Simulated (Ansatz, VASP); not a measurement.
One calculation of SrO, two programs

```xyz
2
Lattice="0.0000 2.5716 2.6132 2.5716 0.0000 2.6132 2.5716 2.5716 0.0000" Properties=species:S:1:pos:R:3 pbc="T T T"
Sr    0.0000    0.0000    0.0000
O     2.5716    2.5716    2.6132
```

Alike in both runs: task single point; functional PBE; k mesh 6 × 6 × 6; no spin polarisation.

|  | VASP | Ansatz |
| --- | --- | --- |
| version | VASP 6.6.1 | Ansatz 0.2.0 |
| potentials or method | VASP PAW PBE potentials, release 64 (Sr_sv, O), cutoff 600 eV | scalar-relativistic, plane waves, PAW |
| occupations | gaussian, width 0.01 eV | fixed |
| valence electrons in the cell | 16 | 16 |

```csv
,VASP,Ansatz,Ansatz less VASP
gap on the k mesh at the Fermi level (eV),3.24,3.29,+0.047
least direct gap on the mesh (eV),3.33,3.37,+0.037
pressure (GPa),1.7,1.3,-0.44
"traceless stress, the component that is largest in VASP (GPa)",-1.35,-1.28,+0.067
```
